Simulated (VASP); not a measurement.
# PbS in VASP: single point with PBE

Aim: the single point of PbS with PBE.

All numbers are computed with VASP 6.6.1; they aren't measurements. Logs are shortened: lines on timing, memory, paths and dates and some standing lists are left out, and cuts for length are marked.

## (1) The cell of the first run

The cell holds a slab with vacuum, 4 atoms: a = 4.068 Å, b = 4.193 Å, c = 11.729 Å, α = 91.40°, β = 93.69°, γ = 89.21°.

## (2) Single point, PBE (equal xy, yz and zx shear strains of +3 %)

Input file INCAR:

```
SYSTEM = PbS
ALGO = Normal
EDIFF = 1E-7
ENCUT = 520
GGA = PE
ISIF = 2
ISMEAR = -1
LASPH = .True.
LCHARG = .False.
LREAL = .False.
LWAVE = .False.
NBANDS = 28
NELM = 80
PREC = Accurate
SIGMA = 0.01
```

Input file KPOINTS:

```
k-points
0
Gamma
  7 7 3
  0 0 0
```

Input file POSCAR:

```
PbS
1.0
    2.8970000000     -2.8558925000      0.0006075000
    2.9840000000      2.9441075000      0.0876075000
   -0.9044106500      0.1594386000     11.6930892500
Pb S
2 2
Direct
    0.7756000000      0.7756000000      0.6363800000
    0.2244000000      0.2244000000      0.3636200000
    0.2684000000      0.2684000000      0.5986000000
    0.7316000000      0.7316000000      0.4014000000
```

Potentials or basis: VASP PAW PBE potentials, release 64 (Pb_d, S).

The run is started by

```
cat potpaw_PBE.64/Pb_d/POTCAR potpaw_PBE.64/S/POTCAR > POTCAR
mpirun -np 1 vasp_std > vasp.out
```

OUTCAR:

```text
SYSTEM = PbS
   EDIFF = 1E-7
   ENCUT = 520
   GGA = PE
   ISIF = 2
   ISMEAR = -1
   LASPH = .True.
   LREAL = .False.
   NELM = 80
   PREC = Accurate

 ion  position               nearest neighbor table
   1  0.776  0.776  0.636-   4 2.75   3 2.92   3 2.95   3 2.96   3 2.99
   2  0.224  0.224  0.364-   3 2.75   4 2.92   4 2.95   4 2.96   4 2.99
   3  0.268  0.268  0.599-   2 2.75   1 2.92   1 2.95   1 2.96   1 2.99
   4  0.732  0.732  0.401-   1 2.75   2 2.92   2 2.95   2 2.96   2 2.99

  LATTYP: Found a triclinic cell.
 ALAT       =     4.0680131933
 B/A-ratio  =     1.4260781806
 C/A-ratio  =     3.3046139237
 COS(alpha) =     0.0106732872
 COS(beta)  =     0.3630411367
 COS(gamma) =     0.6911963337

  Lattice vectors:

 A1 = (   2.8970000000,  -2.8558925000,   0.0006075000)
 A2 = (  -0.0870000000,  -5.8000000000,  -0.0870000000)
 A3 = (   6.7854106500,  -0.0712236000, -11.6048742500)

Analysis of symmetry for initial positions (statically):
=====================================================================
 Subroutine PRICEL returns:
 Original cell was already a primitive cell.

 Routine SETGRP: Setting up the symmetry group for a
 triclinic supercell.

 Subroutine GETGRP returns: Found  2 space group operations
 (whereof  2 operations were pure point group operations)
 out of a pool of  2 trial point group operations.

The static configuration has the point symmetry S_2 .

Analysis of symmetry for dynamics (positions and initial velocities):
=====================================================================
 Subroutine PRICEL returns:
 Original cell was already a primitive cell.

 Routine SETGRP: Setting up the symmetry group for a
 triclinic supercell.

 Subroutine GETGRP returns: Found  2 space group operations
 (whereof  2 operations were pure point group operations)
 out of a pool of  2 trial point group operations.

The dynamic configuration has the point symmetry S_2 .

 Subroutine INISYM returns: Found  2 space group operations
 (whereof  2 operations are pure point group operations),
 and found     1 'primitive' translations

----------------------------------------------------------------------------------------

                                     Primitive cell

  volume of cell :     199.5673

  direct lattice vectors                    reciprocal lattice vectors
     2.897000000 -2.855892500  0.000607500     0.172431758 -0.175236163  0.015726257
[... 84 lines left out ...]
   ISPIN  =      1    spin polarized calculation?
   LNONCOLLINEAR =      F non collinear calculations
   LSORBIT =      F    spin-orbit coupling
   LASPH  =      T    aspherical Exc in radial PAW
   ENCUT  =  520.0 eV  38.22 Ry    6.18 a.u.   7.56  7.80 21.81*2*pi/ulx,y,z
   NELM   =     80;   NELMIN=  2; NELMDL= -5     # of ELM steps
   EDIFF  = 0.1E-06   stopping-criterion for ELM
   LREAL  =      F    real-space projection
   EDIFFG = 0.1E-05   stopping-criterion for IOM
   NSW    =      0    number of steps for IOM
   IBRION =     -1    ionic relax: 0-MD 1-quasi-New 2-CG
   NFREE  =      0    steps in history (QN), initial steepest desc. (CG)
   ISIF   =      2    stress and relaxation
   ISYM   =      2    0-nonsym 1-usesym 2-fastsym
   POTIM  = 0.5000    time-step for ionic-motion
   TEBEG  =    0.0;   TEEND  =   0.0 temperature during run
   PSTRESS=    0.0 pullay stress
   NELECT =      40.0000    total number of electrons
   NUPDOWN=      -1.0000    fix difference up-down
   EMIN   =  10.00;   EMAX   =-10.00  energy-range for DOS
   EFERMI =   0.00;   METHOD = LEGACY
   ISMEAR =    -1;   SIGMA  =   0.01  broadening in eV -4-tet -1-fermi 0-gaus
   EFERMI_NEDOS =   21; number of points for ismear=-14 and -15
   IALGO  =     38    algorithm
   IMIX   =      4    mixing-type and parameters
     AMIX     =   0.40;   BMIX     =  1.00
     AMIX_MAG =   1.60;   BMIX_MAG =  1.00
  volume/ion in A,a.u.               =      49.89       336.69
  Fermi-wavevector in a.u.,A,eV,Ry     =   0.958072  1.810494 12.488826  0.917903
  Thomas-Fermi vector in A             =   2.087147
   LORBIT       =      0    0 simple, 1 ext, 2 COOP (PROOUT), +10 PAW based schemes
   GGA     = PE    functional components
[... 5 lines left out ...]
 non-spin polarized calculation
  energy-cutoff  :      520.00
  volume of cell :      199.57
 maximum number of plane-waves:      5405
 NGX is ok and might be reduce to    30
   NGX = 15   NGY = 15   NGZ = 43

 number of electron      40.0000002 magnetization

 Free energy of the ion-electron system (eV)
  ---------------------------------------------------
  ext. energy  EPLUGINS =         0.00000000
  ---------------------------------------------------
  free energy    TOTEN  =       -17.16999054 eV

  energy without entropy =      -17.16999054  energy(sigma->0) =      -17.16999054

 E-fermi :   1.0224     XC(G=0):  -5.9174

 val. band max:        0.7381251071   @ k =  -0.0000   0.4286   0.3333
 cond. band min:       1.9838090887   @ k =   0.0000   0.0000   0.3333
 fundamental gap:      1.2456839815
 Fermi energy:         1.0224353157

 k-point     1 :       0.0000    0.0000    0.0000
  band No.  band energies     occupation
      1     -15.6246      2.00000
      2     -15.5466      2.00000
      3     -15.5442      2.00000
      4     -15.5278      2.00000
      5     -15.5061      2.00000
      6     -15.4979      2.00000
[... 733 lines left out ...]
     27       6.6482      0.00000
     28       7.5420      0.00000

 [... further k-points ...]

------------------------ aborting loop because EDIFF is reached ----------------------------------------

  FORCE on cell =-STRESS in cart. coord.  units (eV):
  Direction    XX          YY          ZZ          XY          YZ          ZX
  --------------------------------------------------------------------------------------
  -------------------------------------------------------------------------------------
  Total        0.6334137      1.7414797     -1.5062226     -0.4422698     -0.2127349     -0.2279535
  in kB        5.0852067     13.9810434    -12.0923392     -3.5506545     -1.7078902     -1.8300690
  external PRESSURE =       2.3246370 kB  Pullay stress =       0.0000000 kB

 VOLUME and BASIS-vectors are now :
 -----------------------------------------------------------------------------
  energy-cutoff  :      520.00
  volume of cell :      199.57
      direct lattice vectors                 reciprocal lattice vectors
     2.897000000 -2.855892500  0.000607500     0.172431758 -0.175236163  0.015726257
     2.984000000  2.944107500  0.087607500     0.167333523  0.169744370  0.010628023
    -0.904410650  0.159438600 11.693089250    -0.001262662 -0.001262662  0.085440154

 POSITION                                       TOTAL-FORCE (eV/Angst)
 -----------------------------------------------------------------------------------
      3.98575      0.16988      7.50967        -0.006983     -0.009566     -0.407547
      0.99083      0.07777      4.27164         0.006983      0.009566      0.407547
      1.03708      0.11912      7.02316        -0.091065     -0.087646     -0.066075
      3.93951      0.12854      4.75814         0.091065      0.087646      0.066075
 -----------------------------------------------------------------------------------
    total drift:                               -0.000000     -0.000000      0.000000

  FREE ENERGIE OF THE ION-ELECTRON SYSTEM (eV)
  ---------------------------------------------------
  free  energy   TOTEN  =       -17.1699905364 eV

  energy  without entropy=      -17.1699905364  energy(sigma->0) =      -17.16999054
```

stdout:

```text
POSCAR found type information on POSCAR PbS
 POSCAR found :  2 types and       4 ions
 scaLAPACK will be used
 LDA part: xc-table for (Slater+PW92), standard interpolation
 POSCAR, INCAR and KPOINTS ok, starting setup
 FFT: planning ... GRIDC
 FFT: planning ... GRID_SOFT
 FFT: planning ... GRID
 WAVECAR not read
 entering main loop
```

It took 8.1 min on 1 thread of Intel Xeon Platinum 8259CL at 2.50GHz (Skylake/Cascade Lake), shared host; peak memory 0.5 GiB.

Results:

| Quantity | Value |
| --- | --- |
| Free energy | -17.1700 eV |
| Largest force | 0.408 eV/Å |
| Band gap on the k mesh | 1.25 eV (least direct gap 1.26 eV) |

Forces in eV/Å, atoms in the order of the input:
```
Pb  -0.007 -0.010 -0.408
Pb   0.007  0.010  0.408
S   -0.091 -0.088 -0.066
S    0.091  0.088  0.066
```

Caveat: the cell differs from its parent crystal (equal xy, yz and zx shear strains of +3 %); there is no dipole correction, which matters where the two faces differ; spin-orbit coupling is left out, which moves the levels of the heavy elements.
